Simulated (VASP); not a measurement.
# SnSe (P4/nmm) in VASP: notebook

Aim: see how the results for SnSe move with the level of theory and the settings. Levels: LDA, PBE, r2SCAN. Tasks: single point.

Program: VASP 6.6.1. These are calculated values, not measurements. Logs are shortened: lines on timing, memory, paths and dates and some standing lists are left out, and cuts for length are marked.

### 1 The cell of the first run

The typed cell holds 4 atoms: a = 4.219 Å, b = 4.219 Å, c = 5.993 Å, α = 90.00°, β = 90.00°, γ = 90.00°.

### 2 Single point, LDA

The input, INCAR:

```
SYSTEM = SnSe
PREC     = Accurate       ! precision mode
ENCUT    = 520            ! plane-wave cutoff, eV
EDIFF    = 1E-6           ! SCF threshold, eV
ISMEAR   = 0              ! smearing method
SIGMA    = 0.01           ! smearing width, eV
LREAL    = .FALSE.        ! projectors in reciprocal space
LASPH    = .TRUE.         ! aspherical terms in the spheres
NELM     = 80             ! most SCF steps
ALGO     = Normal         ! electronic algorithm
ISIF     = 2              ! what is computed and relaxed
LWAVE    = .FALSE.        ! write WAVECAR
LCHARG   = .FALSE.        ! write CHGCAR
GGA      = CA             ! functional
NBANDS   = 28             ! bands
```

The input, KPOINTS:

```
regular mesh
0
G
  4 4 2
  0 0 0
```

The input, POSCAR:

```
SnSe
1.0
    4.2193394297      0.0000000000      0.0000000000
    0.0000000000      4.2193394297      0.0000000000
    0.0000000000      0.0000000000      5.9930256300
Sn Se
2 2
Direct
    0.5000000000      0.0000000000      0.2500916060
    0.0000000000      0.5000000000      0.7499083940
    0.5000000000      0.0000000000      0.7498972714
    0.0000000000      0.5000000000      0.2501027286
```

Potentials or basis: VASP PAW LDA potentials, release 64 (Sn_d, Se).

The run is started by

```sh
$ cat potpaw_LDA.64/Sn_d/POTCAR potpaw_LDA.64/Se/POTCAR > POTCAR
$ mpirun -np 1 vasp_std > vasp.out
```

OUTCAR:

```text
SYSTEM = SnSe
   PREC = Accurate
   ENCUT = 520
   EDIFF = 1E-6
   ISMEAR = 0
   LREAL = .FALSE.
   LASPH = .TRUE.
   NELM = 80
   ISIF = 2
   GGA = CA

 ion  position               nearest neighbor table
   1  0.500  0.000  0.250-   4 2.98   4 2.98   4 2.98   4 2.98   3 3.00   3 3.00
   2  0.000  0.500  0.750-   3 2.98   3 2.98   3 2.98   3 2.98   4 3.00   4 3.00
   3  0.500  0.000  0.750-   2 2.98   2 2.98   2 2.98   2 2.98   1 3.00   1 3.00
   4  0.000  0.500  0.250-   1 2.98   1 2.98   1 2.98   1 2.98   2 3.00   2 3.00

  LATTYP: Found a simple tetragonal cell.
 ALAT       =     4.2193394297
 C/A-ratio  =     1.4203705888

  Lattice vectors:

 A1 = (   4.2193394297,   0.0000000000,   0.0000000000)
 A2 = (   0.0000000000,   4.2193394297,   0.0000000000)
 A3 = (   0.0000000000,   0.0000000000,   5.9930256300)

Analysis of symmetry for initial positions (statically):
=====================================================================
 Subroutine PRICEL returns:
 Original cell was already a primitive cell.

 Routine SETGRP: Setting up the symmetry group for a
 simple tetragonal supercell.

 Subroutine GETGRP returns: Found 16 space group operations
 (whereof  8 operations were pure point group operations)
 out of a pool of 16 trial point group operations.

The static configuration has the point symmetry D_2d.
 The point group associated with its full space group is D_4h.

Analysis of symmetry for dynamics (positions and initial velocities):
=====================================================================
 Subroutine PRICEL returns:
 Original cell was already a primitive cell.

 Routine SETGRP: Setting up the symmetry group for a
 simple tetragonal supercell.

 Subroutine GETGRP returns: Found 16 space group operations
 (whereof  8 operations were pure point group operations)
 out of a pool of 16 trial point group operations.

The dynamic configuration has the point symmetry D_2d.
 The point group associated with its full space group is D_4h.

 Subroutine INISYM returns: Found 16 space group operations
 (whereof  8 operations are pure point group operations),
 and found     1 'primitive' translations

----------------------------------------------------------------------------------------

                                     Primitive cell

  volume of cell :     106.6928

  direct lattice vectors                    reciprocal lattice vectors
[... 78 lines left out ...]
   EDIFF  = 0.1E-05   stopping-criterion for ELM
   LREAL  =      F    real-space projection
   EDIFFG = 0.1E-04   stopping-criterion for IOM
   NSW    =      0    number of steps for IOM
   IBRION =     -1    ionic relax: 0-MD 1-quasi-New 2-CG
   NFREE  =      0    steps in history (QN), initial steepest desc. (CG)
   ISIF   =      2    stress and relaxation
   ISYM   =      2    0-nonsym 1-usesym 2-fastsym
   POTIM  = 0.5000    time-step for ionic-motion
   TEBEG  =    0.0;   TEEND  =   0.0 temperature during run
   PSTRESS=    0.0 pullay stress
   NELECT =      40.0000    total number of electrons
   NUPDOWN=      -1.0000    fix difference up-down
   EMIN   =  10.00;   EMAX   =-10.00  energy-range for DOS
   EFERMI =   0.00;   METHOD = LEGACY
   ISMEAR =     0;   SIGMA  =   0.01  broadening in eV -4-tet -1-fermi 0-gaus
   EFERMI_NEDOS =   21; number of points for ismear=-14 and -15
   IALGO  =     38    algorithm
   IMIX   =      4    mixing-type and parameters
     AMIX     =   0.40;   BMIX     =  1.00
     AMIX_MAG =   1.60;   BMIX_MAG =  1.00
  volume/ion in A,a.u.               =      26.67       180.00
  Fermi-wavevector in a.u.,A,eV,Ry     =   1.180456  2.230738 18.959397  1.393476
  Thomas-Fermi vector in A             =   2.316748
   LORBIT       =      0    0 simple, 1 ext, 2 COOP (PROOUT), +10 PAW based schemes
   GGA     = CA    functional components
   LHFCALC =     F    Hartree Fock is set to
   AEXX    =    0.0000 exact exchange contribution
   IVDW    =     0    specifies the selected vdW correction
   LEPSILON=     F    determine dielectric tensor
   LRPA    =     F    only Hartree local field effects (RPA)
 non-spin polarized calculation
 Gauss-broadening in eV      SIGMA  =   0.01
  energy-cutoff  :      520.00
  volume of cell :      106.69
 maximum number of plane-waves:      2916
 NGX is ok and might be reduce to    32
   NGX = 15   NGY = 15   NGZ = 23

 number of electron      40.0000000 magnetization

 Free energy of the ion-electron system (eV)
  ---------------------------------------------------
  ext. energy  EPLUGINS =         0.00000000
  ---------------------------------------------------
  free energy    TOTEN  =       -18.61942520 eV

  energy without entropy =      -18.61942520  energy(sigma->0) =      -18.61942520

 E-fermi :   5.6741     XC(G=0):  -9.9906

 val. band max:        5.5497855178   @ k =   0.5000   0.0000   0.5000
 cond. band min:       6.2686468956   @ k =   0.5000   0.0000   0.5000
 fundamental gap:      0.7188613778
 Fermi energy:         5.6740743218

 k-point     1 :       0.0000    0.0000    0.0000
  band No.  band energies     occupation
      1     -15.9231      2.00000
      2     -15.8913      2.00000
      3     -15.8773      2.00000
      4     -15.8773      2.00000
      5     -15.8578      2.00000
      6     -15.8578      2.00000
[... 361 lines left out ...]
     27      12.8910      0.00000
     28      12.8916      0.00000

------------------------ aborting loop because EDIFF is reached ----------------------------------------

  FORCE on cell =-STRESS in cart. coord.  units (eV):
  Direction    XX          YY          ZZ          XY          YZ          ZX
  --------------------------------------------------------------------------------------
  -------------------------------------------------------------------------------------
  Total       -3.1237769     -3.1237769      1.1595828      0.0000000      0.0000000     -0.0000000
  in kB      -46.9089305    -46.9089305     17.4131480      0.0000000      0.0000000     -0.0000000
  external PRESSURE =     -25.4682376 kB  Pullay stress =       0.0000000 kB

 VOLUME and BASIS-vectors are now :
 -----------------------------------------------------------------------------
  energy-cutoff  :      520.00
  volume of cell :      106.69
      direct lattice vectors                 reciprocal lattice vectors
     4.219339430  0.000000000  0.000000000     0.237003924  0.000000000  0.000000000
     0.000000000  4.219339430  0.000000000     0.000000000  0.237003924  0.000000000
     0.000000000  0.000000000  5.993025630     0.000000000  0.000000000  0.166860625

 POSITION                                       TOTAL-FORCE (eV/Angst)
 -----------------------------------------------------------------------------------
      2.10967      0.00000      1.49881         0.000000     -0.000000      0.001059
      0.00000      2.10967      4.49422        -0.000000     -0.000000     -0.001059
      2.10967      0.00000      4.49415         0.000000     -0.000000     -0.000146
      0.00000      2.10967      1.49887        -0.000000      0.000000      0.000146
 -----------------------------------------------------------------------------------
    total drift:                                0.000000     -0.000000     -0.000000

  FREE ENERGIE OF THE ION-ELECTRON SYSTEM (eV)
  ---------------------------------------------------
  free  energy   TOTEN  =       -18.6194251985 eV

  energy  without entropy=      -18.6194251985  energy(sigma->0) =      -18.61942520
```

It took 20 s on 1 thread of Intel Xeon Platinum 8375C at 2.90GHz (Ice Lake), shared host; peak memory 0.18 GiB.

What came out:

```yaml
Free_energy: -18.6194 eV
Pressure: -2.5 GPa
Band_gap_on_the_k_mesh: 0.72 eV
```

Caveat: the k points lie up to 0.52 Å⁻¹ apart; spin-orbit coupling is left out, which moves the levels of the heavy elements. A k mesh can miss the band edges.

(Continued in part 2 of 2.)
